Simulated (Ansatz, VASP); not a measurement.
# Two plane-wave programs on BP

```
B P
1.0
     0.00000    2.30229    2.30229
     2.30229    0.00000    2.30229
     2.30229    2.30229    0.00000
B P
1 1
Direct
  0.00000 0.00000 0.00000
  0.75000 0.75000 0.75000
```

Change from the starting cell: strain +0.015 along x and y, +0.015 along z, atoms carried along.

Alike in both runs: task single point; functional r2SCAN; k mesh 10 × 10 × 10; occupations gaussian, width 0.05 eV; no spin polarisation.

|  | VASP | Ansatz |
| --- | --- | --- |
| version | VASP 6.6.1 | Ansatz 0.2.0 |
| potentials or method | VASP PAW PBE potentials, release 64 (B, P), cutoff 520 eV | scalar-relativistic, plane waves, PAW |
| valence electrons in the cell | 8 | 8 |

Ansatz gave:

- gap on the k mesh at the Fermi level (eV): 1.47
- least direct gap on the mesh (eV): 3.54
- pressure (GPa): -7.0

Q: What did VASP give for the same quantities?

A: gap on the k mesh at the Fermi level (eV): 1.50; least direct gap on the mesh (eV): 3.58; pressure (GPa): -7.4.

VASP's potentials were made for PBE, not for r2SCAN.
